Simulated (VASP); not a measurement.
# InSb (F-43m) in VASP: notebook

The runs below take InSb through relaxation of cell and atoms, single point, with PBEsol, PBE0, HF.

Everything below comes from runs of VASP 6.6.1. Logs are shortened: lines on timing, memory, paths and dates and some standing lists are left out, and cuts for length are marked.

**What was measured.**

“Electronic Structure and Epitaxy of CdTe Shells on InSb Nanowires”, 2021, arxiv:2111.05126 quotes, for a bulk crystal of InSb: band gap 0.24 eV.

The results are compared with them further down.

### Step 1. The cell of the first run

The structure is cubic, space group F-43m (No. 216). The conventional cell has a = 6.478 Å, b = 6.478 Å, c = 6.478 Å, α = 90.00°, β = 90.00°, γ = 90.00°. Within 3.7 Å of In (site symmetry -43m) lie 4 Sb at 2.81 Å. Sb (site symmetry -43m) has 4 In at 2.81 Å within 3.7 Å.

### Step 2. Relaxation of cell and atoms, PBEsol

Contents of INCAR:

```
PREC = Accurate
ENCUT = 600
EDIFF = 1E-7
ISMEAR = 0
SIGMA = 0.1
LREAL = False
LASPH = True
NELM = 60
ALGO = Normal
ISIF = 3
LWAVE = False
LCHARG = False
GGA = PS
IBRION = 2
NSW = 100
EDIFFG = -0.005
```

Contents of KPOINTS:

```
regular mesh
0
Gamma
  12 12 12
```

Contents of POSCAR:

```
InSb
1.0
    0.0000000000      3.2391000000      3.2391000000
    3.2391000000      0.0000000000      3.2391000000
    3.2391000000      3.2391000000      0.0000000000
In Sb
1 1
Direct
    0.0000000000      0.0000000000      0.0000000000
    0.2500000000      0.2500000000      0.2500000000
```

Potentials or basis: VASP PAW PBE potentials, release 64 (In_d, Sb).

On the command line:

```sh
cat potpaw_PBE.64/In_d/POTCAR potpaw_PBE.64/Sb/POTCAR > POTCAR
mpirun -np 1 vasp_std > vasp.out
```

OUTCAR:

```text
PREC = Accurate
   ENCUT = 600
   EDIFF = 1E-7
   ISMEAR = 0
   LREAL = False
   LASPH = True
   NELM = 60
   ISIF = 3
   GGA = PS
   IBRION = 2
   NSW = 100
   EDIFFG = -0.005

 ion  position               nearest neighbor table
   1  0.000  0.000  0.000-   2 2.81   2 2.81   2 2.81   2 2.81
   2  0.250  0.250  0.250-   1 2.81   1 2.81   1 2.81   1 2.81

  LATTYP: Found a face centered cubic cell.
 ALAT       =     6.4782000000

  Lattice vectors:

 A1 = (   0.0000000000,   3.2391000000,   3.2391000000)
 A2 = (   3.2391000000,   0.0000000000,   3.2391000000)
 A3 = (   3.2391000000,   3.2391000000,   0.0000000000)

Analysis of symmetry for initial positions (statically):
=====================================================================
 Subroutine PRICEL returns:
 Original cell was already a primitive cell.

 Routine SETGRP: Setting up the symmetry group for a
 face centered cubic supercell.

 Subroutine GETGRP returns: Found 24 space group operations
 (whereof 24 operations were pure point group operations)
 out of a pool of 48 trial point group operations.

The static configuration has the point symmetry T_d .

Analysis of symmetry for dynamics (positions and initial velocities):
=====================================================================
 Subroutine PRICEL returns:
 Original cell was already a primitive cell.

 Routine SETGRP: Setting up the symmetry group for a
 face centered cubic supercell.

 Subroutine GETGRP returns: Found 24 space group operations
 (whereof 24 operations were pure point group operations)
 out of a pool of 48 trial point group operations.

The dynamic configuration has the point symmetry T_d .

 Subroutine INISYM returns: Found 24 space group operations
 (whereof 24 operations are pure point group operations),
 and found     1 'primitive' translations

----------------------------------------------------------------------------------------

                                     Primitive cell

  volume of cell :      67.9678

  direct lattice vectors                    reciprocal lattice vectors
     0.000000000  3.239100000  3.239100000    -0.154363867  0.154363867  0.154363867
     3.239100000  0.000000000  3.239100000     0.154363867 -0.154363867  0.154363867
     3.239100000  3.239100000  0.000000000     0.154363867  0.154363867 -0.154363867

  length of vectors
     4.580779150  4.580779150  4.580779150     0.267366060  0.267366060  0.267366060

  position of ions in fractional coordinates (direct lattice)
     0.000000000  0.000000000  0.000000000
     0.250000000  0.250000000  0.250000000

  ion indices of the primitive-cell ions
[... 92 lines left out ...]
   IALGO  =     38    algorithm
   IMIX   =      4    mixing-type and parameters
     AMIX     =   0.40;   BMIX     =  1.00
     AMIX_MAG =   1.60;   BMIX_MAG =  1.00
  volume/ion in A,a.u.               =      33.98       229.33
  Fermi-wavevector in a.u.,A,eV,Ry     =   1.051311  1.986690 15.037912  1.105255
  Thomas-Fermi vector in A             =   2.186349
   LORBIT       =      0    0 simple, 1 ext, 2 COOP (PROOUT), +10 PAW based schemes
   GGA     = PS    functional components
   LHFCALC =     F    Hartree Fock is set to
   AEXX    =    0.0000 exact exchange contribution
   IVDW    =     0    specifies the selected vdW correction
   LEPSILON=     F    determine dielectric tensor
   LRPA    =     F    only Hartree local field effects (RPA)
 conjugate gradient relaxation of ions
 non-spin polarized calculation
 Gauss-broadening in eV      SIGMA  =   0.10
  energy-cutoff  :      600.00
  volume of cell :       67.97
 maximum number of plane-waves:      2285
 NGX is ok and might be reduce to    40
   NGX = 19   NGY = 19   NGZ = 19

--------------------------------------- Ionic step        1  -------------------------------------------

 number of electron      18.0000001 magnetization

 Free energy of the ion-electron system (eV)
  ---------------------------------------------------
  ext. energy  EPLUGINS =         0.00000000
  ---------------------------------------------------
  free energy    TOTEN  =        -7.69734401 eV

  energy without entropy =       -7.69719933  energy(sigma->0) =       -7.69727167

------------------------ aborting loop because EDIFF is reached ----------------------------------------

  FORCE on cell =-STRESS in cart. coord.  units (eV):
  Direction    XX          YY          ZZ          XY          YZ          ZX
  --------------------------------------------------------------------------------------
  -------------------------------------------------------------------------------------
  Total        0.3738931      0.3738931      0.3738931     -0.0000000      0.0000000     -0.0000000
  in kB        8.8136321      8.8136321      8.8136321     -0.0000000      0.0000000     -0.0000000
  external PRESSURE =       8.8136321 kB  Pullay stress =       0.0000000 kB
[... 23 lines left out ...]
--------------------------------------- Ionic step        2  -------------------------------------------

 number of electron      17.9999998 magnetization

 E-fermi :   4.7421     XC(G=0):  -8.7563

 val. band max:        4.6851491118   @ k =   0.0000   0.0000   0.0000
 cond. band min:       5.1117569240   @ k =   0.5000   0.0000   0.0000
 fundamental gap:      0.4266078122
 Fermi energy:         4.7420805676

 k-point     1 :       0.0000    0.0000    0.0000
  band No.  band energies     occupation
      1      -9.7995      2.00000
      2      -9.7995      2.00000
      3      -9.7995      2.00000
      4      -9.7201      2.00000
      5      -9.7201      2.00000
      6      -5.8977      2.00000
      7       4.2744      2.00000
      8       4.6851      1.57926
      9       4.6851      1.57926
     10       4.6851      1.57926
     11       7.6197      0.00000
     12       7.6197      0.00000
     13       7.6197      0.00000
[... 403 lines left out ...]
--------------------------------------- Ionic step        3  -------------------------------------------

 number of electron      17.9999999 magnetization

 Free energy of the ion-electron system (eV)
  ---------------------------------------------------
  ext. energy  EPLUGINS =         0.00000000
  ---------------------------------------------------
  free energy    TOTEN  =        -7.70094981 eV

  energy without entropy =       -7.70080250  energy(sigma->0) =       -7.70087616

 E-fermi :   4.8180     XC(G=0):  -8.7878

 val. band max:        4.7617606360   @ k =   0.0000   0.0000   0.0000
 cond. band min:       5.2007380257   @ k =   0.5000   0.0000   0.0000
 fundamental gap:      0.4389773897
 Fermi energy:         4.8180112755

 k-point     1 :       0.0000    0.0000    0.0000
  band No.  band energies     occupation
      1      -9.7380      2.00000
      2      -9.7380      2.00000
      3      -9.7380      2.00000
      4      -9.6567      2.00000
      5      -9.6567      2.00000
      6      -5.8671      2.00000
      7       4.3927      2.00000
      8       4.7618      1.57368
      9       4.7618      1.57368
     10       4.7618      1.57368
     11       7.6955      0.00000
     12       7.6955      0.00000
     13       7.6955      0.00000
[... 397 lines left out ...]
  FREE ENERGIE OF THE ION-ELECTRON SYSTEM (eV)
  ---------------------------------------------------
  free  energy   TOTEN  =        -7.7009498095 eV

  energy  without entropy=       -7.7008025024  energy(sigma->0) =       -7.70087616

 reached required accuracy - stopping structural energy minimisation
```

OSZICAR:

```text
N       E                     dE             d eps       ncg     rms          rms(c)
DAV:   1     0.114659603842E+03    0.11466E+03   -0.86768E+03  1872   0.153E+03
DAV:   2     0.394451339637E+00   -0.11427E+03   -0.11181E+03  1917   0.322E+02
DAV:   3    -0.761607352961E+01   -0.80105E+01   -0.79651E+01  2457   0.900E+01
[... 28 lines left out ...]
DAV:   5    -0.770094894735E+01    0.14048E-04   -0.19797E-05  2336   0.444E-02    0.303E-02
DAV:   6    -0.770095025578E+01   -0.13084E-05   -0.52793E-06  2714   0.243E-02    0.504E-03
DAV:   7    -0.770094996233E+01    0.29345E-06   -0.37314E-07  2282   0.107E-02    0.162E-03
DAV:   8    -0.770094980523E+01    0.15710E-06   -0.77714E-08  1001   0.490E-03    0.227E-04
DAV:   9    -0.770094980951E+01   -0.42805E-08   -0.99371E-09   936   0.914E-04
   3 F= -.77009498E+01 E0= -.77008762E+01  d E =-.360580E-02
```

CONTCAR:

```text
InSb
   1.00000000000000
    -0.0000000000000000    3.2602157731135293    3.2602157731135293
     3.2602157731135293    0.0000000000000000    3.2602157731135293
     3.2602157731135293    3.2602157731135293   -0.0000000000000000
  In              Sb
     1     1
Direct
     0.0000000000000000    0.0000000000000000    0.0000000000000000
     0.2500000000000000    0.2500000000000000    0.2500000000000000

  0.00000000E+00  0.00000000E+00  0.00000000E+00
  0.00000000E+00  0.00000000E+00  0.00000000E+00
```

Wall time 6.2 min (1 thread of AMD EPYC 7R13, shared host); peak memory 0.27 GiB.

Results:

* Free energy: -7.7009 eV
* Relaxed volume: 34.65 Å³/atom
* Relaxed cell: a = 4.611 Å, b = 4.611 Å, c = 4.611 Å, α = 60.00°, β = 60.00°, γ = 60.00°
* Space group after relaxing (to 0.1 Å): F-43m (No. 216)
* Energy gained by relaxing: 1.8 meV/atom
* Ionic steps: 3
* Pressure after relaxing: 0.0 GPa
* Band gap on the k mesh: zero (filled and empty bands touch)

The path:
```
step  energy change (eV)  largest force (eV/Å)  pressure (GPa)  volume (Å³)
   1              0.0000                0.0000            0.88        67.97
   2             -0.0031                0.0000           -0.31        69.82
   3             -0.0036                0.0000            0.00        69.31
```

Final structure:
```xyz
2
Lattice="0.0000 3.2602 3.2602 3.2602 0.0000 3.2602 3.2602 3.2602 0.0000" Properties=species:S:1:pos:R:3 pbc="T T T"
In    0.0000    0.0000    0.0000
Sb    1.6301    1.6301    1.6301
```

Levels at points of the mesh, in eV from the Fermi level:
```csv
k point,band 6,band 7,band 8,band 9,band 10,band 11,band 12,band 13
"(0.00, 0.00, 0.00)",-10.69,-0.43,-0.06,-0.06,-0.06,2.88,2.88,2.88
"(0.50, 0.00, 0.00)",-9.36,-5.62,-1.04,-1.04,0.38,3.72,3.72,5.91
"(0.50, 0.50, 0.00)",-8.77,-5.92,-2.27,-2.27,1.22,1.24,7.95,7.95
```

Caveat: semilocal functionals underestimate gaps, and a narrow one can read as zero; the PAW data sets were made with another functional, which shifts forces and pressure a little; spin-orbit coupling is left out, which moves the levels of the heavy elements.

### Step 3. Single point, PBE0

This run uses another cell than the first one, of 34.64 Å³/atom.

Contents of POSCAR:

```
InSb
1.0
    0.0000000000      3.2599290567      3.2599290567
    3.2599290567      0.0000000000      3.2599290567
    3.2599290567      3.2599290567      0.0000000000
In Sb
1 1
Direct
    0.0000000000      0.0000000000      0.0000000000
    0.2500000000      0.2500000000      0.2500000000
```

Contents of INCAR.step1:

```
PREC = Accurate
ENCUT = 520
EDIFF = 1E-5
ISMEAR = 0
SIGMA = 0.1
LREAL = F
LASPH = T
NELM = 80
ALGO = Normal
ISIF = 2
LWAVE = T
NBANDS = 16
GGA = PE
```

Contents of INCAR.step2:

```
PREC = Accurate
ENCUT = 520
EDIFF = 1E-6
ISMEAR = 0
SIGMA = 0.1
LREAL = F
LASPH = T
NELM = 80
ALGO = Normal
ISIF = 2
LWAVE = F
LCHARG = T
GGA = PE
LHFCALC = T
AEXX = 0.25
PRECFOCK = Normal
LELF = T
LVHAR = T
NBANDS = 16
ISTART = 1
```

Contents of KPOINTS:

```
regular mesh
0
Gamma
  4 4 4
```

Potentials or basis: VASP PAW PBE potentials, release 64 (In_d, Sb).

On the command line:

```sh
cat potpaw_PBE.64/In_d/POTCAR potpaw_PBE.64/Sb/POTCAR > POTCAR
cp INCAR.step1 INCAR
mpirun -np 1 vasp_std > vasp.out
cp INCAR.step2 INCAR
mpirun -np 1 vasp_std > vasp.out
```

OUTCAR:

```text
PREC = Accurate
   ENCUT = 520
   EDIFF = 1E-6
   ISMEAR = 0
   LREAL = F
   LASPH = T
   NELM = 80
   ISIF = 2
   GGA = PE
   LHFCALC = T
   AEXX = 0.25
   PRECFOCK = Normal
   ISTART = 1

 ion  position               nearest neighbor table
   1  0.000  0.000  0.000-   2 2.82   2 2.82   2 2.82   2 2.82
   2  0.250  0.250  0.250-   1 2.82   1 2.82   1 2.82   1 2.82

  LATTYP: Found a face centered cubic cell.
 ALAT       =     6.5198581134

  Lattice vectors:

 A1 = (   0.0000000000,   3.2599290567,   3.2599290567)
 A2 = (   3.2599290567,   0.0000000000,   3.2599290567)
 A3 = (   3.2599290567,   3.2599290567,   0.0000000000)

Analysis of symmetry for initial positions (statically):
=====================================================================
 Subroutine PRICEL returns:
 Original cell was already a primitive cell.

 Routine SETGRP: Setting up the symmetry group for a
 face centered cubic supercell.

 Subroutine GETGRP returns: Found 24 space group operations
 (whereof 24 operations were pure point group operations)
 out of a pool of 48 trial point group operations.

The static configuration has the point symmetry T_d .

[... 149 lines left out ...]

  energy without entropy =       -9.25818389  energy(sigma->0) =       -9.25818389

 E-fermi :   4.6701     XC(G=0):  -6.8089

 val. band max:        4.1700343868   @ k =   0.0000   0.0000   0.0000
 cond. band min:       5.2828883378   @ k =   0.0000   0.0000   0.0000
 fundamental gap:      1.1128539510
 Fermi energy:         4.6700599085

 k-point     1 :       0.0000    0.0000    0.0000
  band No.  band energies     occupation
      1     -12.2587      2.00000
      2     -12.2587      2.00000
      3     -12.2587      2.00000
      4     -12.1731      2.00000
      5     -12.1731      2.00000
      6      -7.4939      2.00000
[... 129 lines left out ...]
      3     -12.2193      2.00000
      4     -12.1817      2.00000
      5     -12.1713      2.00000
      6      -5.3115      2.00000
[... 8 lines left out ...]
     15      15.6223      0.00000
     16      16.3283      0.00000

------------------------ aborting loop because EDIFF is reached ----------------------------------------

  FORCE on cell =-STRESS in cart. coord.  units (eV):
  Direction    XX          YY          ZZ          XY          YZ          ZX
  --------------------------------------------------------------------------------------
  -------------------------------------------------------------------------------------
  Total       -0.0018702     -0.0018702     -0.0018702     -0.0000000      0.0000000     -0.0000000
  in kB       -0.0432457     -0.0432457     -0.0432457     -0.0000000      0.0000000     -0.0000000
  external PRESSURE =      -0.0432457 kB  Pullay stress =       0.0000000 kB

 VOLUME and BASIS-vectors are now :
 -----------------------------------------------------------------------------
  energy-cutoff  :      520.00
  volume of cell :       69.29
      direct lattice vectors                 reciprocal lattice vectors
     0.000000000  3.259929057  3.259929057    -0.153377571  0.153377571  0.153377571
     3.259929057  0.000000000  3.259929057     0.153377571 -0.153377571  0.153377571
     3.259929057  3.259929057  0.000000000     0.153377571  0.153377571 -0.153377571

 POSITION                                       TOTAL-FORCE (eV/Angst)
 -----------------------------------------------------------------------------------
      0.00000      0.00000      0.00000        -0.000000      0.000000     -0.000000
      1.62996      1.62996      1.62996         0.000000     -0.000000      0.000000
 -----------------------------------------------------------------------------------
    total drift:                               -0.000015     -0.000002      0.000004

  FREE ENERGIE OF THE ION-ELECTRON SYSTEM (eV)
  ---------------------------------------------------
  free  energy   TOTEN  =        -9.2581838916 eV

  energy  without entropy=       -9.2581838916  energy(sigma->0) =       -9.25818389
```

OSZICAR.step1:

```text
N       E                     dE             d eps       ncg     rms          rms(c)
DAV:   1     0.115699992103E+03    0.11570E+03   -0.78062E+03   256   0.108E+03
DAV:   2     0.641456142287E+00   -0.11506E+03   -0.11101E+03   280   0.283E+02
DAV:   3    -0.668824273404E+01   -0.73297E+01   -0.73048E+01   320   0.727E+01
DAV:   4    -0.689299247087E+01   -0.20475E+00   -0.20469E+00   320   0.141E+01
DAV:   5    -0.690277600486E+01   -0.97835E-02   -0.97834E-02   376   0.250E+00    0.409E+00
DAV:   6    -0.679503933517E+01    0.10774E+00   -0.16755E-01   376   0.605E+00    0.239E+00
DAV:   7    -0.678063824537E+01    0.14401E-01   -0.77559E-02   352   0.243E+00    0.645E-01
DAV:   8    -0.678227048385E+01   -0.16322E-02   -0.85921E-03   320   0.104E+00    0.270E-01
DAV:   9    -0.678315583599E+01   -0.88535E-03   -0.11906E-03   296   0.294E-01    0.801E-02
DAV:  10    -0.678320597064E+01   -0.50135E-04   -0.56293E-05   360   0.484E-02    0.421E-02
DAV:  11    -0.678325939921E+01   -0.53429E-04   -0.92472E-05   288   0.569E-02    0.264E-02
DAV:  12    -0.678326092551E+01   -0.15263E-05   -0.14879E-06   264   0.769E-03
   1 F= -.67832609E+01 E0= -.67820557E+01  d E =-.241036E-02
```

Run time: 28 min. Hardware: 1 thread of AMD EPYC 7R13, shared host; peak memory 0.19 GiB.

Results:

| Property | Result |
| --- | --- |
| Free energy | -9.2582 eV |
| Pressure | 0.0 GPa |
| Band gap on the k mesh | 1.11 eV |

Caveat: the PAW data sets were made with another functional, which shifts forces and pressure a little; spin-orbit coupling is left out, which moves the levels of the heavy elements.

### Step 4. Single point, HF

This run uses another cell than the first one, of 34.64 Å³/atom.

POSCAR is that of step 3.

Contents of INCAR.step1:

```
SYSTEM = InSb
PREC = Accurate
ENCUT = 520
EDIFF = 1E-5
ISMEAR = 0
SIGMA = 0.1
LREAL = .False.
LASPH = .True.
NELM = 60
ALGO = Normal
ISIF = 2
LWAVE = .True.
NBANDS = 16
GGA = PE
```

Contents of INCAR.step2:

```
SYSTEM = InSb
PREC = Accurate
ENCUT = 520
EDIFF = 1E-6
ISMEAR = 0
SIGMA = 0.1
LREAL = .False.
LASPH = .True.
NELM = 60
ALGO = Normal
ISIF = 2
LWAVE = .False.
LCHARG = .True.
GGA = PE
LHFCALC = .True.
AEXX = 1.0
ALDAC = 0.0
AGGAC = 0.0
PRECFOCK = Normal
LELF = .True.
LVHAR = .True.
NBANDS = 16
ISTART = 1
```

Contents of KPOINTS:

```
regular mesh
0
Gamma
  4 4 4
  0 0 0
```

On the command line:

```sh
cat potpaw_PBE.64/In_d/POTCAR potpaw_PBE.64/Sb/POTCAR > POTCAR
cp INCAR.step1 INCAR
mpirun -np 1 vasp_std > vasp.out
cp INCAR.step2 INCAR
mpirun -np 1 vasp_std > vasp.out
```

Wall time 57 min (1 thread of AMD EPYC 7R13, shared host); peak memory 0.19 GiB.

Results (log left out):

- Free energy: -41.3207 eV
- Pressure: -17.7 GPa
- Band gap on the k mesh: 10.16 eV (least direct gap 11.64 eV)

Levels at points of the mesh, in eV from the valence-band top:
```tsv
k point	band 7	band 8	band 9	band 10	band 11	band 12
(0.00, 0.00, 0.00)	0.00	0.00	0.00	13.07	13.28	13.28
(0.50, 0.00, 0.00)	-3.76	-0.66	-0.66	11.38	13.87	13.87
(0.50, 0.50, 0.00)	-3.52	-1.63	-1.63	10.16	11.57	16.21
```

Caveat: the cell stands under tension; the PAW data sets were made with another functional, which shifts forces and pressure a little; spin-orbit coupling is left out, which moves the levels of the heavy elements. A k mesh can miss the band edges.

### Step 5. Overview

| task | level | cell | k mesh | cutoff (eV) | grid for exact exchange (PRECFOCK) | share of exact exchange | gap on the mesh (eV) | pressure (GPa) |
| --- | --- | --- | --- | --- | --- | --- | --- | --- |
| relaxation of cell and atoms | PBEsol | relaxed from a = 4.581 Å, angles 60.0°, 2 atoms | 12 × 12 × 12 | 600 | - | - | none | 0.0 |
| single point | PBE0 | a = 4.610 Å, angles 60.0°, 2 atoms | 4 × 4 × 4 | 520 | Normal | 0.25 | 1.11 | 0.0 |
| single point | HF | a = 4.610 Å, angles 60.0°, 2 atoms | 4 × 4 × 4 | 520 | Normal | 1 | 10.16 | -17.7 |

Alike in all rows: potentials or basis VASP PAW PBE potentials, release 64 (In_d, Sb); no spin polarisation; smearing gaussian 0.1 eV.

Caveats: the PAW data sets were made with another functional, which shifts forces and pressure a little; spin-orbit coupling is left out, which moves the levels of the heavy elements; semilocal functionals underestimate gaps, and a narrow one can read as zero (at least some runs); the cell stands under tension (at least some runs).

Absolute energies hang on the potentials; compare differences alone.

### Step 6. How close it comes

Step 3. Against the measured gap of InSb, 0.24 eV (quoted in “Electronic Structure and Epitaxy of CdTe Shells on InSb Nanowires”, 2021, arxiv:2111.05126), the calculated 1.11 eV is off by +0.87 eV. Spin-orbit coupling on In, Sb is left out. The value is that of PBE0, without temperature or zero-point motion.

The gap in the log of VASP goes by the Fermi energy; the results here count the filled bands.